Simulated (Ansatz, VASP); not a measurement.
TiSbOs4: VASP beside Ansatz

INCAR

```
ALGO = Fast ; EDIFF = 1E-6
EDIFFG = -0.04 ; ENCUT = 600
GGA = PE ; IBRION = 2
ISIF = 3 ; ISMEAR = 0
LASPH = T ; LCHARG = F
LREAL = F ; LWAVE = F
NELM = 80 ; NSW = 90
PREC = Accurate ; SIGMA = 0.1
```

File KPOINTS:

```
k-points
0
Gamma
  4 4 4
```

POSCAR

```
TiSbOs4
1.0
    0.0000000000      3.5612083053      3.5612083053
    3.5612083053      0.0000000000      3.5612083053
    3.5612083053      3.5612083053      0.0000000000
Ti Sb Os
1 1 4
Direct
    0.0000000000      0.0000000000      0.0000000000
    0.7500000000      0.7500000000      0.7500000000
    0.3750000000      0.8750000000      0.3750000000
    0.3750000000      0.3750000000      0.8750000000
    0.3750000000      0.3750000000      0.3750000000
    0.8750000000      0.3750000000      0.3750000000
```

Input for Ansatz:

```yaml
crystal:
  lattice:
    - [0.0, 3.5612083053, 3.5612083053]
    - [3.5612083053, 0.0, 3.5612083053]
    - [3.5612083053, 3.5612083053, 0.0]
  atoms:
    - { symbol: Ti, position: [0.0, 0.0, 0.0] }
    - { symbol: Sb, position: [0.75, 0.75, 0.75] }
    - { symbol: Os, position: [0.375, 0.875, 0.375] }
    - { symbol: Os, position: [0.375, 0.375, 0.875] }
    - { symbol: Os, position: [0.375, 0.375, 0.375] }
    - { symbol: Os, position: [0.875, 0.375, 0.375] }
basis:
  ecutwfc: 420
kpoints:
  mp_grid: { grid: [4, 4, 4] }
hamiltonian:
  xc: pbe
scf:
  occupations: { method: gaussian, width: 0.1 }
  lower_state_search: "off"
output:
  forces: true
  stress: true
  eigenvalues: true
relax:
  adjacent_minimum: "off"
  f_tol: 0.04
  max_steps: 70
  cell: { stress_tol: 0.4 }
```

Alike in both runs: task relaxation of cell and atoms; functional PBE; k mesh 4 × 4 × 4; occupations gaussian, width 0.1 eV; no spin polarisation.

|  | VASP | Ansatz |
| --- | --- | --- |
| version | VASP 6.6.1 | Ansatz 0.2.0 |
| potentials or method | VASP PAW PBE potentials, release 64 (Ti_sv, Sb, Os), cutoff 600 eV | scalar-relativistic, plane waves, PAW |
| valence electrons in the cell | 49 | 91 |

```csv
,VASP,Ansatz,Ansatz less VASP
"gap on the k mesh at the Fermi level, each at its own relaxed structure (eV)",none,none,-
relaxed volume (Å³/atom),16.78,16.78,-0.003
relaxed length of the cell vector where the two differ most in proportion (Å),5.222,5.222,-0.0003
```

A gap of «none» marks a metal or a gap that the smearing closes. VASP's potentials hold 49 valence electrons a cell and Ansatz's 91, so a difference there can come from the potentials and not from the codes.

The k mesh is coarse, so the values compare programs but aren't converged. Spin-orbit coupling is off throughout.
